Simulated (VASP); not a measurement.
Set up this calculation in VASP 6.6.1, as the native input.

- Task: single point
- Functional: BLYP
- Potentials or basis: VASP PAW PBE potentials, release 64 (Rb_sv)
- Cutoff: 520 eV
- k mesh: 9 × 9 × 9
- Occupations: fermi-dirac, width 0.1 eV
- Spin: no spin polarisation
- Dipole correction: no
- Further INCAR settings: ALGO = Normal; EDIFF = 1e-07; NBANDS = 10

The structure of Rb lies in POSCAR:

```
Rb
1.0
    0.0000000000      3.6804005337      3.6804005337
    3.6804005337      0.0000000000      3.6804005337
    3.6804005337      3.6804005337      0.0000000000
Rb
1
Direct
    0.0000000000      0.0000000000      0.0000000000
```

This cell differs from its parent crystal: volume scaled by 1.04.

These files were run (other wordings do the same):

INCAR

```
  PREC = Accurate
  ENCUT = 520
  EDIFF = 1E-7
  ISMEAR = -1
  SIGMA = 0.1
  LREAL = False
  LASPH = True
  NELM = 100
  ALGO = Normal
  ISIF = 2
  LWAVE = False
  LCHARG = False
  GGA = B5
  ALDAX = 1.0
  AGGAX = 1.0
  AGGAC = 1.0
  ALDAC = 0.0
  NBANDS = 10
```

KPOINTS

```
Automatic mesh
0
Gamma
  9 9 9
```

Potentials or basis: VASP PAW PBE potentials, release 64 (Rb_sv).

The run is started by

```sh
$ cat potpaw_PBE.64/Rb_sv/POTCAR > POTCAR
$ mpirun -np 1 vasp_std > vasp.out
```

It gave:

- Pressure: -0.1 GPa

Caveat: the PAW data sets were made with another functional, which shifts forces and pressure a little.

It took 40 s on 1 thread of Intel(R) Xeon(R) Platinum 8259CL CPU @ 2.50GHz (Skylake/Cascade Lake), on a shared host, peak memory 0.24 GiB.
